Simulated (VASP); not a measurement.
# Ba (Cmmm) in VASP: notebook, part 2 of 4

VASP 6.6.1.

## 3. Single point, PBEsol

This run uses another cell than the first one, of the same volume but with other edges.

Contents of INCAR:

```
PREC = Accurate
ENCUT = 520
EDIFF = 1E-6
ISMEAR = 0
SIGMA = 0.15
LREAL = False
LASPH = True
NELM = 100
ALGO = Fast
ISIF = 2
LWAVE = False
LCHARG = True
GGA = PS
LELF = True
LVHAR = True
NBANDS = 11
```

Contents of KPOINTS:

```
regular mesh
0
Gamma
  16 16 10
```

Contents of POSCAR:

```
Ba
1.0
    1.8397254365     -3.4347815054      0.0000000000
    1.8397254365      3.4347815054      0.0000000000
    0.0000000000      0.0000000000      6.4366864375
Ba
1
Direct
    0.0000000000      0.0000000000      0.0000000000
```

Potentials or basis: VASP PAW PBE potentials, release 64 (Ba_sv).

The run is started by

```console
> cat potpaw_PBE.64/Ba_sv/POTCAR > POTCAR
> mpirun -np 1 vasp_std > vasp.out
```

OUTCAR:

```text
PREC = Accurate
   ENCUT = 520
   EDIFF = 1E-6
   ISMEAR = 0
   LREAL = False
   LASPH = True
   NELM = 100
   ISIF = 2
   GGA = PS

 ion  position               nearest neighbor table
   1  0.000  0.000  0.000-

  LATTYP: Found a base centered orthorhombic cell.
 ALAT       =     3.6794508730
 B/A-ratio  =     1.8670076726
 C/A-ratio  =     1.7493606138

  Lattice vectors:

 A1 = (   1.8397254365,  -3.4347815054,   0.0000000000)
 A2 = (   1.8397254365,   3.4347815054,   0.0000000000)
 A3 = (   0.0000000000,   0.0000000000,   6.4366864375)

Analysis of symmetry for initial positions (statically):
=====================================================================
 Subroutine PRICEL returns:
 Original cell was already a primitive cell.

 Routine SETGRP: Setting up the symmetry group for a
 base centered orthorhombic supercell.

 Subroutine GETGRP returns: Found  8 space group operations
 (whereof  8 operations were pure point group operations)
 out of a pool of  8 trial point group operations.

The static configuration has the point symmetry D_2h.

Analysis of symmetry for dynamics (positions and initial velocities):
=====================================================================
 Subroutine PRICEL returns:
 Original cell was already a primitive cell.

 Routine SETGRP: Setting up the symmetry group for a
 base centered orthorhombic supercell.

 Subroutine GETGRP returns: Found  8 space group operations
 (whereof  8 operations were pure point group operations)
 out of a pool of  8 trial point group operations.

The dynamic configuration has the point symmetry D_2h.

 Subroutine INISYM returns: Found  8 space group operations
 (whereof  8 operations are pure point group operations),
 and found     1 'primitive' translations

----------------------------------------------------------------------------------------

                                     Primitive cell

  volume of cell :      81.3476

  direct lattice vectors                    reciprocal lattice vectors
     1.839725436 -3.434781505  0.000000000     0.271779685 -0.145569667  0.000000000
     1.839725436  3.434781505  0.000000000     0.271779685  0.145569667  0.000000000
     0.000000000  0.000000000  6.436686437     0.000000000  0.000000000  0.155359440

  length of vectors
     3.896448854  3.896448854  6.436686437     0.308309463  0.308309463  0.155359440

  position of ions in fractional coordinates (direct lattice)
     0.000000000  0.000000000  0.000000000

  ion indices of the primitive-cell ions
   primitive index   ion index
                 1           1

----------------------------------------------------------------------------------------

 KPOINTS: regular mesh

Automatic generation of k-mesh.
 Grid dimensions read from file:
 generate k-points for:   16   16   10

 Generating k-lattice:

  Cartesian coordinates                     Fractional coordinates (reciprocal lattice)
     0.016986230 -0.009098104  0.000000000     0.062500000  0.000000000  0.000000000
     0.016986230  0.009098104  0.000000000     0.000000000  0.062500000  0.000000000
     0.000000000  0.000000000  0.015535944     0.000000000  0.000000000  0.100000000

  Length of vectors
     0.019269341  0.019269341  0.015535944

  Shift w.r.t. Gamma in fractional coordinates (k-lattice)
     0.000000000  0.000000000  0.000000000

 Subroutine IBZKPT returns following result:
 ===========================================

 Found    438 irreducible k-points:

 Following reciprocal coordinates:
            Coordinates               Weight
  0.000000  0.000000  0.000000      1.000000
  0.062500 -0.000000  0.000000      4.000000
  0.125000 -0.000000  0.000000      4.000000
  0.187500 -0.000000  0.000000      4.000000
  0.250000 -0.000000  0.000000      4.000000
  0.312500  0.000000  0.000000      4.000000
[... 16 lines left out ...]
 -0.125000  0.062500  0.000000      4.000000
 -0.062500  0.062500  0.000000      2.000000
 [... further k-points ...]
   k-points           NKPTS =    438   k-points in BZ     NKDIM =    438   number of bands    NBANDS=     11
   number of dos      NEDOS =    301   number of ions     NIONS =      1
   total plane-waves  NPLWV =  43200
   dimension x,y,z NGX =    30 NGY =   30 NGZ =   48
   dimension x,y,z NGXF=    60 NGYF=   60 NGZF=   96
   ions per type =               1
   NGX,Y,Z   is equivalent  to a cutoff of  12.80, 12.80, 12.40 a.u.
   NGXF,Y,Z  is equivalent  to a cutoff of  25.60, 25.60, 24.79 a.u.
 SYSTEM =  unknown system
   PREC   = accura    normal or accurate (medium, high low for compatibility)
   ISTART =      0    job   : 0-new  1-cont  2-samecut
   ICHARG =      2    charge: 1-file 2-atom 10-const
   ISPIN  =      1    spin polarized calculation?
   LNONCOLLINEAR =      F non collinear calculations
   LSORBIT =      F    spin-orbit coupling
   LASPH  =      T    aspherical Exc in radial PAW
   ENCUT  =  520.0 eV  38.22 Ry    6.18 a.u.   7.24  7.24 11.97*2*pi/ulx,y,z
   NELM   =    100;   NELMIN=  2; NELMDL= -5     # of ELM steps
   EDIFF  = 0.1E-05   stopping-criterion for ELM
   LREAL  =      F    real-space projection
   EDIFFG = 0.1E-04   stopping-criterion for IOM
   NSW    =      0    number of steps for IOM
   IBRION =     -1    ionic relax: 0-MD 1-quasi-New 2-CG
   NFREE  =      0    steps in history (QN), initial steepest desc. (CG)
   ISIF   =      2    stress and relaxation
   ISYM   =      2    0-nonsym 1-usesym 2-fastsym
   POTIM  = 0.5000    time-step for ionic-motion
   TEBEG  =    0.0;   TEEND  =   0.0 temperature during run
   PSTRESS=    0.0 pullay stress
   NELECT =      10.0000    total number of electrons
   NUPDOWN=      -1.0000    fix difference up-down
   EMIN   =  10.00;   EMAX   =-10.00  energy-range for DOS
   EFERMI =   0.00;   METHOD = LEGACY
   ISMEAR =     0;   SIGMA  =   0.15  broadening in eV -4-tet -1-fermi 0-gaus
   EFERMI_NEDOS =   21; number of points for ismear=-14 and -15
   IALGO  =     68    algorithm
   IMIX   =      4    mixing-type and parameters
     AMIX     =   0.40;   BMIX     =  1.00
     AMIX_MAG =   1.60;   BMIX_MAG =  1.00
  volume/ion in A,a.u.               =      81.35       548.96
  Fermi-wavevector in a.u.,A,eV,Ry     =   0.814004  1.538245  9.015260  0.662603
  Thomas-Fermi vector in A             =   1.923832
   LORBIT       =      0    0 simple, 1 ext, 2 COOP (PROOUT), +10 PAW based schemes
   GGA     = PS    functional components
   LHFCALC =     F    Hartree Fock is set to
   AEXX    =    0.0000 exact exchange contribution
   IVDW    =     0    specifies the selected vdW correction
   LEPSILON=     F    determine dielectric tensor
   LRPA    =     F    only Hartree local field effects (RPA)
 non-spin polarized calculation
 RMM-DIIS sequential band-by-band and
 Gauss-broadening in eV      SIGMA  =   0.15
  energy-cutoff  :      520.00
  volume of cell :       81.35
 maximum number of plane-waves:      2212
 NGX is ok and might be reduce to    30

 number of electron      10.0000000 magnetization

 number of electron       9.9999999 magnetization

 Free energy of the ion-electron system (eV)
  ---------------------------------------------------
  ext. energy  EPLUGINS =         0.00000000
  ---------------------------------------------------
  free energy    TOTEN  =        -1.29524497 eV

  energy without entropy =       -1.25497672  energy(sigma->0) =       -1.27511085

 E-fermi :   0.5725     XC(G=0):  -6.3583

 val. band max:        0.5720986301   @ k =  -0.3750   0.0625   0.4000
 cond. band min:       0.5733369073   @ k =   0.3125   0.0000   0.4000
 fundamental gap:      0.0012382773
 Fermi energy:         0.5724967486

 k-point     1 :       0.0000    0.0000    0.0000
  band No.  band energies     occupation
      1     -28.4298      2.00000
      2     -13.7248      2.00000
      3     -12.9516      2.00000
      4     -12.8064      2.00000
      5      -1.6546      2.00000
      6       0.3865      1.92044
      7       2.1391      0.00000
      8       2.8485      0.00000
      9       3.2933      0.00000
     10       5.0911      0.00000
     11       5.5059      0.00000
[... 309 lines left out ...]
 k-point    24 :      -0.0625    0.0625    0.0000
  band No.  band energies     occupation
      1     -28.4246      2.00000
      2     -13.7176      2.00000
      3     -13.0041      2.00000
      4     -12.8152      2.00000
      5      -1.5573      2.00000
      6       0.4511      1.74777
      7       2.0500      0.00000
      8       2.7167      0.00000
      9       3.3833      0.00000
     10       5.1688      0.00000
     11       5.4671      0.00000

 [... further k-points ...]

------------------------ aborting loop because EDIFF is reached ----------------------------------------

  FORCE on cell =-STRESS in cart. coord.  units (eV):
  Direction    XX          YY          ZZ          XY          YZ          ZX
  --------------------------------------------------------------------------------------
  -------------------------------------------------------------------------------------
  Total        1.8258691      1.0322501     -0.9087605      0.0000000      0.0000000      0.0000000
  in kB       35.9613293     20.3306385    -17.8984551      0.0000000      0.0000000      0.0000000
  external PRESSURE =      12.7978376 kB  Pullay stress =       0.0000000 kB

 VOLUME and BASIS-vectors are now :
 -----------------------------------------------------------------------------
  energy-cutoff  :      520.00
  volume of cell :       81.35
      direct lattice vectors                 reciprocal lattice vectors
     1.839725436 -3.434781505  0.000000000     0.271779685 -0.145569667  0.000000000
     1.839725436  3.434781505  0.000000000     0.271779685  0.145569667  0.000000000
     0.000000000  0.000000000  6.436686437     0.000000000  0.000000000  0.155359440

 POSITION                                       TOTAL-FORCE (eV/Angst)
 -----------------------------------------------------------------------------------
      0.00000      0.00000      0.00000         0.000000      0.000000      0.000000
 -----------------------------------------------------------------------------------
    total drift:                                0.000000      0.000000      0.000000

  FREE ENERGIE OF THE ION-ELECTRON SYSTEM (eV)
  ---------------------------------------------------
  free  energy   TOTEN  =        -1.2952449685 eV

  energy  without entropy=       -1.2549767239  energy(sigma->0) =       -1.27511085
```

Wall time 2.5 min (1 thread of Intel Xeon 6975P-C (Granite Rapids), shared host); peak memory 0.5 GiB.

Results:

| Item | Value |
| --- | --- |
| Free energy | -1.2952 eV |
| Pressure | 1.3 GPa |
| Band gap on the k mesh | zero (bands 5 and 6 overlap by 1.19 eV) |

Stress tensor (GPa, compression positive):
```
 3.60  0.00  0.00
 0.00  2.03  0.00
 0.00  0.00 -1.79
```

Caveat: the PAW data sets were made with another functional, which shifts forces and pressure a little; spin-orbit coupling is left out, which moves the levels of the heavy elements.

[end of part 2 of 4]
